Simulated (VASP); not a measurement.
Write the native input for VASP 6.6.1 that does the following.

```
Task                   : single point
Functional             : PBEsol
Potentials or basis    : VASP PAW PBE potentials, release 64 (K_sv, Mg, Zn, F)
Cutoff                 : 520 eV
k mesh                 : 1 × 1 × 1, shifted
Occupations            : fermi-dirac, width 0.05 eV
Spin                   : no spin polarisation
Dipole correction      : no
Further INCAR settings : LREAL = Auto; ALGO = Normal; EDIFF = 1e-06; NBANDS = 187; ISYM = 0
```

The structure of K3MgZn4F12 (a cell with a defect) lies in POSCAR:

```
K3MgZn4F12
1.0
    8.1045260000      0.0000000000      0.0000000000
    0.0000000000      8.1045260000      0.0000000000
    0.0000000000      0.0000000000      8.1045260000
K Mg Zn F
6 2 8 24
Direct
    0.9991350000      0.9981050000      0.0114670000
    0.9998010000      0.9677880000      0.5078960000
    0.9995720000      0.5062780000      0.0109810000
    0.5001530000      0.0025780000      0.9874690000
    0.4995380000      0.0325290000      0.4912400000
    0.4997300000      0.4943500000      0.9883440000
    0.9996610000      0.3804650000      0.4516880000
    0.4996950000      0.6200220000      0.5474950000
    0.2569420000      0.2434280000      0.2384360000
    0.2511040000      0.2655950000      0.7392740000
    0.2481540000      0.7351220000      0.2598080000
    0.2424460000      0.7571940000      0.7607320000
    0.7427010000      0.2436160000      0.2386630000
    0.7479380000      0.2655080000      0.7394730000
    0.7513500000      0.7351290000      0.2596260000
    0.7565790000      0.7570200000      0.7605620000
    0.2401690000      0.2859330000      0.9907590000
    0.2062940000      0.2246020000      0.4925960000
    0.2595640000      0.7147080000      0.0084310000
    0.2927760000      0.7759340000      0.5064050000
    0.7597570000      0.2851500000      0.9908550000
    0.7933750000      0.2248040000      0.4926830000
    0.7391420000      0.7155110000      0.0083500000
    0.7063220000      0.7757410000      0.5064180000
    0.9999220000      0.2208820000      0.2477840000
    0.0001650000      0.3542280000      0.7002180000
    0.9998480000      0.7794760000      0.2494530000
    0.9995300000      0.7259520000      0.7518070000
    0.4997780000      0.2752100000      0.2483820000
    0.4993940000      0.2213610000      0.7492990000
    0.4992410000      0.6464270000      0.2990790000
    0.4994050000      0.7797410000      0.7509900000
    0.2830400000      0.9909140000      0.2294950000
    0.2165620000      0.0098480000      0.7696400000
    0.1752760000      0.4904720000      0.3115730000
    0.3239760000      0.5101980000      0.6874010000
    0.7168690000      0.9912480000      0.2298390000
    0.7820960000      0.0094600000      0.7693480000
    0.8236210000      0.4901470000      0.3107520000
    0.6757940000      0.5104280000      0.6883700000
```

These files were run (other wordings do the same):

INCAR

```
SYSTEM = K3MgZn4F12
  PREC = Accurate
  ENCUT = 520
  EDIFF = 1E-6
  ISMEAR = -1
  SIGMA = 0.05
  LREAL = Auto
  LASPH = .True.
  NELM = 120
  ALGO = Normal
  ISIF = 2
  LWAVE = .False.
  LCHARG = .False.
  GGA = PS
  ISYM = 0
  NBANDS = 187
  GGA_COMPAT = .False.
```

KPOINTS

```
Automatic mesh
0
Gamma
  1 1 1
  0.25 0.25 0.25
```

Potentials or basis: VASP PAW PBE potentials, release 64 (K_sv, Mg, Zn, F).

Launch:

```console
$ cat potpaw_PBE.64/K_sv/POTCAR potpaw_PBE.64/Mg/POTCAR potpaw_PBE.64/Zn/POTCAR potpaw_PBE.64/F/POTCAR > POTCAR
$ mpirun -np 1 vasp_std > vasp.out
```

It gave:

```
Pressure               : 1.1 GPa
Largest force          : 0.060 eV/Å
Band gap on the k mesh : 1.41 eV
```

Caveat: the PAW data sets were made with another functional, which shifts forces and pressure a little.

Wall time 31 min on 1 thread of Intel Xeon 8259CL (shared host), peak memory 0.66 GiB.
